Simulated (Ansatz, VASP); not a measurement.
# MnAu: VASP beside Ansatz

```
CELL_PARAMETERS angstrom
3.18872 0.00000 0.00000
0.00000 3.18872 0.00000
0.00000 0.00000 6.61973
ATOMIC_POSITIONS crystal
Mn 0.50000 0.50000 0.25000
Mn 0.50000 0.50000 0.75000
Au 0.00000 0.00000 0.00000
Au 0.00000 0.00000 0.50000
```

Alike in both runs: task single point; functional LDA; k mesh 9 × 9 × 5; occupations fermi-dirac, width 0.025 eV; collinear spin.

```csv
,VASP,Ansatz
version,VASP 6.6.1,Ansatz 0.2.0
potentials or method,"VASP PAW LDA potentials, release 64 (Mn_pv, Au)","PAW with Ansatz's default frozen-core files, scalar-relativistic"
plane-wave cutoff (eV),520,420
valence electrons in the cell,48,68
```

VASP gave:

| Quantity | Value |
| --- | --- |
| net moment per atom (μB) | 0.00 |
| size of the moment on the site where the two differ most (μB) | 3.80 |

Problem. What did Ansatz give for the same quantities?

Solution. net moment per atom (μB): 0.00; size of the moment on the site where the two differ most (μB): 3.88.

LDA's correlation is that of Perdew and Zunger in VASP and of Perdew and Wang (1992) in Ansatz. Site moments also hang on the region over which each program counts them. VASP's potentials hold 48 valence electrons a cell and Ansatz's 68, so a difference there can come from the potentials and not from the codes.

Neither program's run includes spin-orbit coupling.
